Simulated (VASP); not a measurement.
# Ga (Fd-3m) in VASP: a series of runs

The runs below take Ga through single point, with PBE+D3(BJ).

Everything below comes from runs of VASP 6.6.1. Logs are shortened: lines on timing, memory, paths and dates and some standing lists are left out, and cuts for length are marked.

## Step 1: The cell of the first run

Symmetry: Fd-3m, No. 227, cubic system. Conventional cell: a = 5.312 Å, b = 5.312 Å, c = 5.312 Å, α = 90.00°, β = 90.00°, γ = 90.00°. Within 3.0 Å of Ga (site symmetry -43m) lie 4 Ga at 2.30 Å.

This isn't the form of Ga at room conditions, which is orthorhombic.

## Step 2: Single point, PBE+D3(BJ)

Contents of INCAR:

```
ALGO = Normal
EDIFF = 1E-6
ENCUT = 500
GGA = PE
GGA_COMPAT = F
ISIF = 2
ISMEAR = -1
IVDW = 12
LASPH = T
LCHARG = F
LREAL = F
LWAVE = F
NBANDS = 20
NELM = 120
PREC = Accurate
SIGMA = 0.1
```

Contents of KPOINTS:

```
k-points
0
Gamma
  6 6 6
```

Contents of POSCAR:

```
Ga
1.0
    0.0000000000      2.6562322234      2.6562322234
    2.6562322234      0.0000000000      2.6562322234
    2.6562322234      2.6562322234      0.0000000000
Ga
2
Direct
    1.0000000000      1.0000000000      1.0000000000
    0.2500000000      0.2500000000      0.2500000000
```

Potentials or basis: VASP PAW PBE potentials, release 64 (Ga_d).

Started as:

```
> cat potpaw_PBE.64/Ga_d/POTCAR > POTCAR
> mpirun -np 1 vasp_std > vasp.out
```

OUTCAR:

```text
EDIFF = 1E-6
   ENCUT = 500
   GGA = PE
   ISIF = 2
   ISMEAR = -1
   IVDW = 12
   LASPH = T
   LREAL = F
   NELM = 120
   PREC = Accurate
 IVDW          = 12

 ion  position               nearest neighbor table
   1  0.000  0.000  0.000-   2 2.30   2 2.30   2 2.30   2 2.30
   2  0.250  0.250  0.250-   1 2.30   1 2.30   1 2.30   1 2.30

  LATTYP: Found a face centered cubic cell.
 ALAT       =     5.3124644468

  Lattice vectors:

 A1 = (   0.0000000000,   2.6562322234,   2.6562322234)
 A2 = (   2.6562322234,   0.0000000000,   2.6562322234)
 A3 = (   2.6562322234,   2.6562322234,   0.0000000000)

Analysis of symmetry for initial positions (statically):
=====================================================================
 Subroutine PRICEL returns:
 Original cell was already a primitive cell.

 Routine SETGRP: Setting up the symmetry group for a
 face centered cubic supercell.

 Subroutine GETGRP returns: Found 48 space group operations
 (whereof 24 operations were pure point group operations)
 out of a pool of 48 trial point group operations.

The static configuration has the point symmetry T_d .
 The point group associated with its full space group is O_h .

Analysis of symmetry for dynamics (positions and initial velocities):
=====================================================================
 Subroutine PRICEL returns:
 Original cell was already a primitive cell.

 Routine SETGRP: Setting up the symmetry group for a
 face centered cubic supercell.

 Subroutine GETGRP returns: Found 48 space group operations
 (whereof 24 operations were pure point group operations)
 out of a pool of 48 trial point group operations.

The dynamic configuration has the point symmetry T_d .
 The point group associated with its full space group is O_h .

 Subroutine INISYM returns: Found 48 space group operations
 (whereof 24 operations are pure point group operations),
 and found     1 'primitive' translations

----------------------------------------------------------------------------------------

                                     Primitive cell

  volume of cell :      37.4825

  direct lattice vectors                    reciprocal lattice vectors
     0.000000000  2.656232223  2.656232223    -0.188236554  0.188236554  0.188236554
     2.656232223  0.000000000  2.656232223     0.188236554 -0.188236554  0.188236554
[... 70 lines left out ...]
   ISPIN  =      1    spin polarized calculation?
   LNONCOLLINEAR =      F non collinear calculations
   LSORBIT =      F    spin-orbit coupling
   LASPH  =      T    aspherical Exc in radial PAW
   ENCUT  =  500.0 eV  36.75 Ry    6.06 a.u.   6.85  6.85  6.85*2*pi/ulx,y,z
   NELM   =    120;   NELMIN=  2; NELMDL= -5     # of ELM steps
   EDIFF  = 0.1E-05   stopping-criterion for ELM
   LREAL  =      F    real-space projection
   EDIFFG = 0.1E-04   stopping-criterion for IOM
   NSW    =      0    number of steps for IOM
   IBRION =     -1    ionic relax: 0-MD 1-quasi-New 2-CG
   NFREE  =      0    steps in history (QN), initial steepest desc. (CG)
   ISIF   =      2    stress and relaxation
   ISYM   =      2    0-nonsym 1-usesym 2-fastsym
   POTIM  = 0.5000    time-step for ionic-motion
   TEBEG  =    0.0;   TEEND  =   0.0 temperature during run
   PSTRESS=    0.0 pullay stress
   NELECT =      26.0000    total number of electrons
   NUPDOWN=      -1.0000    fix difference up-down
   EMIN   =  10.00;   EMAX   =-10.00  energy-range for DOS
   EFERMI =   0.00;   METHOD = LEGACY
   ISMEAR =    -1;   SIGMA  =   0.10  broadening in eV -4-tet -1-fermi 0-gaus
   EFERMI_NEDOS =   21; number of points for ismear=-14 and -15
   IALGO  =     38    algorithm
   IMIX   =      4    mixing-type and parameters
     AMIX     =   0.40;   BMIX     =  1.00
     AMIX_MAG =   1.60;   BMIX_MAG =  1.00
  volume/ion in A,a.u.               =      18.74       126.47
  Fermi-wavevector in a.u.,A,eV,Ry     =   1.449183  2.738559 28.574023  2.100131
  Thomas-Fermi vector in A             =   2.566939
   LORBIT       =      0    0 simple, 1 ext, 2 COOP (PROOUT), +10 PAW based schemes
   GGA     = PE    functional components
   LHFCALC =     F    Hartree Fock is set to
   AEXX    =    0.0000 exact exchange contribution
   IVDW    =    12    specifies the selected vdW correction
   LEPSILON=     F    determine dielectric tensor
   LRPA    =     F    only Hartree local field effects (RPA)
 non-spin polarized calculation
  energy-cutoff  :      500.00
  volume of cell :       37.48
 maximum number of plane-waves:       962
   NGX = 13   NGY = 13   NGZ = 13

 number of electron      25.9999971 magnetization

 Free energy of the ion-electron system (eV)
  ---------------------------------------------------
  ext. energy  EPLUGINS =         0.00000000
  ---------------------------------------------------
  free energy    TOTEN  =        -4.53670956 eV

  energy without entropy =       -4.49874135  energy(sigma->0) =       -4.51772546

 E-fermi :   4.7973     XC(G=0): -10.7341

 val. band max:        4.7304699379   @ k =  -0.1667   0.1667   0.0000
 cond. band min:       4.8906667449   @ k =   0.5000   0.3333   0.1667
 fundamental gap:      0.1601968070
 Fermi energy:         4.7972939536

 k-point     1 :       0.0000    0.0000    0.0000
  band No.  band energies     occupation
      1     -10.3190      2.00000
      2     -10.3190      2.00000
      3     -10.3190      2.00000
      4     -10.2554      2.00000
      5     -10.2554      2.00000
      6      -9.6813      2.00000
[... 357 lines left out ...]
     19      21.0850      0.00000
     20      21.0850      0.00000

------------------------ aborting loop because EDIFF is reached ----------------------------------------

 Edisp (eV)   -0.62403

 E8    (eV) :    -0.2949

  FORCE on cell =-STRESS in cart. coord.  units (eV):
  Direction    XX          YY          ZZ          XY          YZ          ZX
  --------------------------------------------------------------------------------------
  -------------------------------------------------------------------------------------
  Total       4.73243     4.73243     4.73243     0.00000     0.00000     0.00000
  in kB     202.28659   202.28659   202.28659     0.00000     0.00000     0.00000
  external pressure =      202.29 kB  Pullay stress =        0.00 kB

 VOLUME and BASIS-vectors are now :
 -----------------------------------------------------------------------------
  energy-cutoff  :      500.00
  volume of cell :       37.48
      direct lattice vectors                 reciprocal lattice vectors
     0.000000000  2.656232223  2.656232223    -0.188236554  0.188236554  0.188236554
     2.656232223  0.000000000  2.656232223     0.188236554 -0.188236554  0.188236554
     2.656232223  2.656232223  0.000000000     0.188236554  0.188236554 -0.188236554

 POSITION                                       TOTAL-FORCE (eV/Angst)
 -----------------------------------------------------------------------------------
      0.00000      0.00000      0.00000         0.000000      0.000000      0.000000
      1.32812      1.32812      1.32812        -0.000000     -0.000000     -0.000000
 -----------------------------------------------------------------------------------
    total drift:                                0.000000      0.000000      0.000000

  FREE ENERGIE OF THE ION-ELECTRON SYSTEM (eV)
  ---------------------------------------------------
  free  energy   TOTEN  =        -5.1607445515 eV

  energy  without entropy=       -5.1227763438  energy(sigma->0) =       -5.14176045
```

OSZICAR:

```text
N       E                     dE             d eps       ncg     rms          rms(c)
DAV:   1     0.138718370699E+03    0.13872E+03   -0.13510E+04   700   0.245E+03
DAV:   2     0.794813942484E+01   -0.13077E+03   -0.12737E+03   652   0.392E+02
DAV:   3    -0.435284351414E+01   -0.12301E+02   -0.12248E+02   704   0.997E+01
DAV:   4    -0.455934449758E+01   -0.20650E+00   -0.20640E+00   748   0.142E+01
DAV:   5    -0.456244024394E+01   -0.30957E-02   -0.30956E-02   740   0.168E+00    0.212E+00
DAV:   6    -0.453933669044E+01    0.23104E-01   -0.78147E-02   844   0.522E+00    0.112E+00
DAV:   7    -0.453706693890E+01    0.22698E-02   -0.15256E-02   972   0.207E+00    0.252E-01
DAV:   8    -0.453666626714E+01    0.40067E-03   -0.39232E-03   832   0.830E-01    0.314E-02
DAV:   9    -0.453670914845E+01   -0.42881E-04   -0.21166E-04   728   0.179E-01    0.112E-02
DAV:  10    -0.453670834265E+01    0.80580E-06   -0.24462E-05   768   0.612E-02    0.232E-03
DAV:  11    -0.453670939947E+01   -0.10568E-05   -0.16594E-06   636   0.124E-02    0.518E-04
DAV:  12    -0.453670956143E+01   -0.16196E-06   -0.17065E-07   428   0.564E-03
   1 F= -.51607446E+01 E0= -.51417604E+01  d E =-.379682E-01
```

stdout:

```text
POSCAR found type information on POSCAR Ga
 POSCAR found :  1 types and       2 ions
 scaLAPACK will be used
 LDA part: xc-table for (Slater+PW92), standard interpolation
 POSCAR, INCAR and KPOINTS ok, starting setup
 FFT: planning ... GRIDC
 FFT: planning ... GRID_SOFT
 FFT: planning ... GRID
 WAVECAR not read
 entering main loop
```

It took 14 s on 1 thread of AMD EPYC 7R43 (Zen 3), shared host; peak memory 0.13 GiB.

What came out:

| Property | Result |
| --- | --- |
| Free energy | -5.1607 eV |
| Pressure | 20.2 GPa |
| Band gap on the k mesh | zero (bands 13 and 14 overlap by 5.61 eV) |
| Dispersion energy per atom | -0.312 eV |

Levels at points of the mesh, in eV from the Fermi level:
| k point | band 10 | band 11 | band 12 | band 13 | band 14 | band 15 | band 16 | band 17 |
| --- | --- | --- | --- | --- | --- | --- | --- | --- |
| (0.00, 0.00, 0.00) | -14.34 | -11.04 | 3.79 | 3.79 | 3.79 | 5.78 | 5.78 | 5.78 |
| (0.50, 0.00, 0.00) | -14.32 | -7.96 | -5.59 | 1.76 | 1.76 | 4.87 | 6.72 | 6.72 |
| (0.50, 0.50, 0.00) | -14.28 | -5.97 | -5.97 | -0.72 | -0.72 | 3.24 | 3.24 | 15.11 |

Caveat: the cell stands under pressure.

## Step 3: Single point, PBE+D3(BJ)

This run uses another cell than the first one, of 20.64 Å³/atom.

Contents of INCAR:

```
  PREC = Accurate
  ENCUT = 500
  EDIFF = 1E-6
  ISMEAR = -1
  SIGMA = 0.1
  LREAL = False
  LASPH = True
  NELM = 120
  ALGO = Normal
  ISIF = 2
  LWAVE = False
  LCHARG = True
  GGA = PE
  IVDW = 12
  LELF = True
  LVHAR = True
  NBANDS = 20
  GGA_COMPAT = False
```

Contents of KPOINTS:

```
Automatic mesh
0
Gamma
  6 6 6
```

Contents of POSCAR:

```
Ga
1.0
    0.0000000000      2.7430238061      2.7430238061
    2.7430238061      0.0000000000      2.7430238061
    2.7430238061      2.7430238061      0.0000000000
Ga
2
Direct
    1.0000000000      1.0000000000      1.0000000000
    0.2500000000      0.2500000000      0.2500000000
```

Potentials or basis: VASP PAW PBE potentials, release 64 (Ga_d).

Started as:

```
> cat potpaw_PBE.64/Ga_d/POTCAR > POTCAR
> mpirun -np 1 vasp_std > vasp.out
```

OUTCAR:

```text
PREC = Accurate
   ENCUT = 500
   EDIFF = 1E-6
   ISMEAR = -1
   LREAL = False
   LASPH = True
   NELM = 120
   ISIF = 2
   GGA = PE
   IVDW = 12
 IVDW          = 12

 ion  position               nearest neighbor table
   1  0.000  0.000  0.000-   2 2.38   2 2.38   2 2.38   2 2.38
   2  0.250  0.250  0.250-   1 2.38   1 2.38   1 2.38   1 2.38

  LATTYP: Found a face centered cubic cell.
 ALAT       =     5.4860476122

  Lattice vectors:

 A1 = (   0.0000000000,   2.7430238061,   2.7430238061)
 A2 = (   2.7430238061,   0.0000000000,   2.7430238061)
 A3 = (   2.7430238061,   2.7430238061,   0.0000000000)

Analysis of symmetry for initial positions (statically):
=====================================================================
 Subroutine PRICEL returns:
 Original cell was already a primitive cell.

 Routine SETGRP: Setting up the symmetry group for a
 face centered cubic supercell.

 Subroutine GETGRP returns: Found 48 space group operations
 (whereof 24 operations were pure point group operations)
 out of a pool of 48 trial point group operations.

The static configuration has the point symmetry T_d .
 The point group associated with its full space group is O_h .

Analysis of symmetry for dynamics (positions and initial velocities):
=====================================================================
 Subroutine PRICEL returns:
 Original cell was already a primitive cell.

 Routine SETGRP: Setting up the symmetry group for a
 face centered cubic supercell.

 Subroutine GETGRP returns: Found 48 space group operations
 (whereof 24 operations were pure point group operations)
 out of a pool of 48 trial point group operations.

The dynamic configuration has the point symmetry T_d .
 The point group associated with its full space group is O_h .

 Subroutine INISYM returns: Found 48 space group operations
 (whereof 24 operations are pure point group operations),
 and found     1 'primitive' translations
[... 99 lines left out ...]
   EMIN   =  10.00;   EMAX   =-10.00  energy-range for DOS
   EFERMI =   0.00;   METHOD = LEGACY
   ISMEAR =    -1;   SIGMA  =   0.10  broadening in eV -4-tet -1-fermi 0-gaus
   EFERMI_NEDOS =   21; number of points for ismear=-14 and -15
   IALGO  =     38    algorithm
   IMIX   =      4    mixing-type and parameters
     AMIX     =   0.40;   BMIX     =  1.00
     AMIX_MAG =   1.60;   BMIX_MAG =  1.00
  volume/ion in A,a.u.               =      20.64       139.28
  Fermi-wavevector in a.u.,A,eV,Ry     =   1.403330  2.651909 26.794418  1.969334
  Thomas-Fermi vector in A             =   2.526002
   LORBIT       =      0    0 simple, 1 ext, 2 COOP (PROOUT), +10 PAW based schemes
   GGA     = PE    functional components
   LHFCALC =     F    Hartree Fock is set to
   AEXX    =    0.0000 exact exchange contribution
   IVDW    =    12    specifies the selected vdW correction
   LEPSILON=     F    determine dielectric tensor
   LRPA    =     F    only Hartree local field effects (RPA)
 non-spin polarized calculation
  energy-cutoff  :      500.00
  volume of cell :       41.28
 maximum number of plane-waves:      1067
   NGX = 15   NGY = 15   NGZ = 15

 number of electron      26.0000026 magnetization

 Free energy of the ion-electron system (eV)
  ---------------------------------------------------
  ext. energy  EPLUGINS =         0.00000000
  ---------------------------------------------------
  free energy    TOTEN  =        -4.94563916 eV

  energy without entropy =       -4.90466100  energy(sigma->0) =       -4.92515008

 E-fermi :   4.0215     XC(G=0): -10.2604

 val. band max:        3.9611579797   @ k =  -0.1667   0.1667   0.0000
 cond. band min:       4.1158143619   @ k =   0.5000   0.3333   0.1667
 fundamental gap:      0.1546563822
 Fermi energy:         4.0214968766

 k-point     1 :       0.0000    0.0000    0.0000
  band No.  band energies     occupation
      1     -10.9493      2.00000
      2     -10.9493      2.00000
      3     -10.9493      2.00000
      4     -10.8933      2.00000
      5     -10.8933      2.00000
      6     -10.4217      2.00000
[... 357 lines left out ...]
     19      19.1525      0.00000
     20      19.1525      0.00000

------------------------ aborting loop because EDIFF is reached ----------------------------------------

 Edisp (eV)   -0.56646

 E8    (eV) :    -0.2681

  FORCE on cell =-STRESS in cart. coord.  units (eV):
  Direction    XX          YY          ZZ          XY          YZ          ZX
  --------------------------------------------------------------------------------------
  -------------------------------------------------------------------------------------
  Total       2.63343     2.63343     2.63343     0.00000     0.00000     0.00000
  in kB     102.21496   102.21496   102.21496     0.00000     0.00000     0.00000
  external pressure =      102.21 kB  Pullay stress =        0.00 kB

 VOLUME and BASIS-vectors are now :
 -----------------------------------------------------------------------------
  energy-cutoff  :      500.00
  volume of cell :       41.28
      direct lattice vectors                 reciprocal lattice vectors
     0.000000000  2.743023806  2.743023806    -0.182280591  0.182280591  0.182280591
     2.743023806  0.000000000  2.743023806     0.182280591 -0.182280591  0.182280591
     2.743023806  2.743023806  0.000000000     0.182280591  0.182280591 -0.182280591

 POSITION                                       TOTAL-FORCE (eV/Angst)
 -----------------------------------------------------------------------------------
      0.00000      0.00000      0.00000        -0.000000      0.000000      0.000000
      1.37151      1.37151      1.37151         0.000000     -0.000000     -0.000000
 -----------------------------------------------------------------------------------
    total drift:                                0.000000      0.000000      0.000000

  FREE ENERGIE OF THE ION-ELECTRON SYSTEM (eV)
  ---------------------------------------------------
  free  energy   TOTEN  =        -5.5121021337 eV

  energy  without entropy=       -5.4711239728  energy(sigma->0) =       -5.49161305
```

stdout:

```text
POSCAR found type information on POSCAR Ga
 POSCAR found :  1 types and       2 ions
 scaLAPACK will be used
 LDA part: xc-table for (Slater+PW92), standard interpolation
 POSCAR, INCAR and KPOINTS ok, starting setup
 FFT: planning ... GRIDC
 FFT: planning ... GRID_SOFT
 FFT: planning ... GRID
 WAVECAR not read
 entering main loop
```

Wall time 14 s (1 thread of AMD EPYC 7R43 (Zen 3), shared host); peak memory 0.12 GiB.

What came out:

```
Free energy                : -5.5121 eV
Pressure                   : 10.2 GPa
Band gap on the k mesh     : zero (bands 13 and 14 overlap by 5.02 eV)
Dispersion energy per atom : -0.283 eV
```

Caveat: the cell stands under pressure.

## Step 4: Single point, PBE+D3(BJ)

This run uses another cell than the first one, of 24.40 Å³/atom.

Contents of INCAR:

```
SYSTEM = Ga
PREC = Accurate
ENCUT = 500
EDIFF = 1E-6
ISMEAR = -1
SIGMA = 0.1
LREAL = .FALSE.
LASPH = .TRUE.
NELM = 120
ALGO = Normal
ISIF = 2
LWAVE = .FALSE.
LCHARG = .FALSE.
GGA = PE
IVDW = 12
NBANDS = 20
GGA_COMPAT = .FALSE.
```

Contents of KPOINTS:

```
regular mesh
0
G
  6 6 6
  0 0 0
```

Contents of POSCAR:

```
Ga
1.0
    0.0000000000      2.9004299168      2.9004299168
    2.9004299168      0.0000000000      2.9004299168
    2.9004299168      2.9004299168      0.0000000000
Ga
2
Direct
    1.0000000000      1.0000000000      1.0000000000
    0.2500000000      0.2500000000      0.2500000000
```

Started as:

```
> cat potpaw_PBE.64/Ga_d/POTCAR > POTCAR
> mpirun -np 1 vasp_std > vasp.out
```

It took 15 s on 1 thread of AMD EPYC 7R43 (Zen 3), shared host; peak memory 0.14 GiB.

Results (log left out):

```yaml
Free_energy: -5.7154 eV
Pressure: 0.2 GPa
Band_gap_on_the_k_mesh: zero (bands 13 and 14 overlap by 4.15 eV)
Dispersion_energy_per_atom: -0.239 eV
```

Levels at points of the mesh, in eV from the Fermi level:
```tsv
k point	band 9	band 10	band 11	band 12	band 13	band 14	band 15	band 16	band 17	band 18
(0.00, 0.00, 0.00)	-14.36	-14.36	-9.51	2.85	2.85	2.85	3.80	4.89	4.89	4.89
(0.50, 0.00, 0.00)	-14.34	-14.34	-7.26	-4.71	1.33	1.33	3.10	5.86	5.86	8.24
(0.50, 0.50, 0.00)	-14.31	-14.31	-5.55	-5.55	-0.51	-0.51	2.84	2.84	12.09	12.09
```

## Step 5: Summary

```csv
cell,gap on the mesh (eV),pressure (GPa)
"a = 3.756 Å, angles 60.0°, 2 atoms",none,20.2
"a = 3.879 Å, angles 60.0°, 2 atoms",none,10.2
"a = 4.102 Å, angles 60.0°, 2 atoms",none,0.2
```

Alike in all rows: task single point; level PBE+D3(BJ); potentials or basis VASP PAW PBE potentials, release 64 (Ga_d); no spin polarisation; k mesh 6 × 6 × 6; cutoff (eV) 500; smearing fermi-dirac 0.1 eV.

Caveats: the cell stands under pressure (at least some runs).

Absolute energies hang on the potentials; compare differences alone.
